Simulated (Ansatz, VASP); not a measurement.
One calculation of Al2Cu, two programs

POSCAR

```
Al2Cu
1.0
    4.0880282815      0.0000000000      0.0000000000
    0.0000000000      4.0880282815      0.0000000000
    0.0000000000      0.0000000000      2.9368651557
Al Cu
2 1
Direct
    0.5000000000      0.0000000000      0.5000000000
    0.0000000000      0.5000000000      0.5000000000
    0.0000000000      0.0000000000      0.0000000000
```

INCAR.step1

```
PREC     = Accurate       # precision mode
ENCUT    = 520            # plane-wave cutoff, eV
ISMEAR   = 0              # smearing method
SIGMA    = 0.15           # smearing width, eV
LREAL    = F              # projectors in reciprocal space
LASPH    = T              # aspherical terms in the spheres
NELM     = 100            # most SCF steps
NBANDS   = 16             # bands
GGA      = PE             # functional
ALGO     = Normal         # electronic algorithm
EDIFF    = 1E-4           # SCF threshold, eV
LWAVE    = T              # write WAVECAR
LCHARG   = F              # write CHGCAR
```

File INCAR.step2:

```
PREC     = Accurate       # precision mode
ENCUT    = 520            # plane-wave cutoff, eV
EDIFF    = 1E-6           # SCF threshold, eV
ISMEAR   = 0              # smearing method
SIGMA    = 0.15           # smearing width, eV
LREAL    = F              # projectors in reciprocal space
LASPH    = T              # aspherical terms in the spheres
NELM     = 100            # most SCF steps
ALGO     = Normal         # electronic algorithm
ISIF     = 2              # what is computed and relaxed
LWAVE    = F              # write WAVECAR
LCHARG   = T              # write CHGCAR
METAGGA  = R2SCAN         # meta-GGA
LMIXTAU  = T            
LELF     = T              # ELF
LVHAR    = T            
NBANDS   = 16             # bands
ISTART   = 1
```

The input KPOINTS:

```
regular mesh
0
Gamma
  12 12 16
```

Input for Ansatz:

```yaml
crystal:
  lattice:
    - [4.0880282815, 0.0, 0.0]
    - [0.0, 4.0880282815, 0.0]
    - [0.0, 0.0, 2.9368651557]
  atoms:
    - { symbol: Al, position: [0.5, 0.0, 0.5] }
    - { symbol: Al, position: [0.0, 0.5, 0.5] }
    - { symbol: Cu, position: [0.0, 0.0, 0.0] }
basis:
  ecutwfc: 500
kpoints:
  mp_grid: { grid: [12, 12, 16] }
hamiltonian:
  xc: r2scan
scf:
  occupations: { method: gaussian, width: 0.15 }
output:
  forces: true
  stress: true
  eigenvalues: true
```

Change from the starting cell: strain +0.000 along x and y, +0.030 along z, atoms carried along.

Alike in both runs: task single point; functional r2SCAN; k mesh 12 × 12 × 16; occupations gaussian, width 0.15 eV; no spin polarisation.

```csv
,VASP,Ansatz
version,VASP 6.6.1,Ansatz 0.2.0
potentials or method,"VASP PAW PBE potentials, release 64 (Al, Cu), cutoff 520 eV","scalar-relativistic, plane waves, PAW"
valence electrons in the cell,17,25
```

|  | VASP | Ansatz | Ansatz less VASP |
| --- | --- | --- | --- |
| gap on the k mesh at the Fermi level (eV) | none | none | - |
| pressure (GPa) | -2.9 | -2.7 | +0.19 |
| traceless stress, the component that is largest in VASP (GPa) | -2.14 | -2.20 | -0.057 |

VASP's potentials were made for PBE, not for r2SCAN. A gap of «none» marks a metal or a gap that the smearing closes. VASP's potentials hold 17 valence electrons a cell and Ansatz's 25, so a difference there can come from the potentials and not from the codes.
